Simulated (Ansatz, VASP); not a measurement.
## Cu: VASP beside Ansatz

```
Cu
1.0
    -1.51493    1.51493    1.30728
     1.51493   -1.51493    1.30728
     1.51493    1.51493   -1.30728
Cu
1
Direct
  0.00000 0.00000 0.00000
```

Change from the starting cell: strain +0.050 along x and y, -0.050 along z, atoms carried along.

Alike in both runs: task single point; functional PBEsol; k mesh 24 × 24 × 24; occupations gaussian, width 0.15 eV; no spin polarisation.

```csv
,VASP,Ansatz
version,VASP 6.6.1,Ansatz 0.2.0
potentials or method,"VASP PAW PBE potentials, release 64 (Cu), cutoff 520 eV","scalar-relativistic, plane waves, PAW"
valence electrons in the cell,11,19
```

Ansatz gave:

- gap on the k mesh at the Fermi level (eV): none
- pressure (GPa): -7.4
- traceless stress, the component that is largest in VASP (GPa): 1.69

Question: What did VASP give for the same quantities?

Answer: gap on the k mesh at the Fermi level (eV): none; pressure (GPa): -6.7; traceless stress, the component that is largest in VASP (GPa): 1.69.

VASP's potentials were made for PBE, not for PBEsol. A gap of «none» marks a metal or a gap that the smearing closes. VASP's potentials hold 11 valence electrons a cell and Ansatz's 19, so a difference there can come from the potentials and not from the codes.
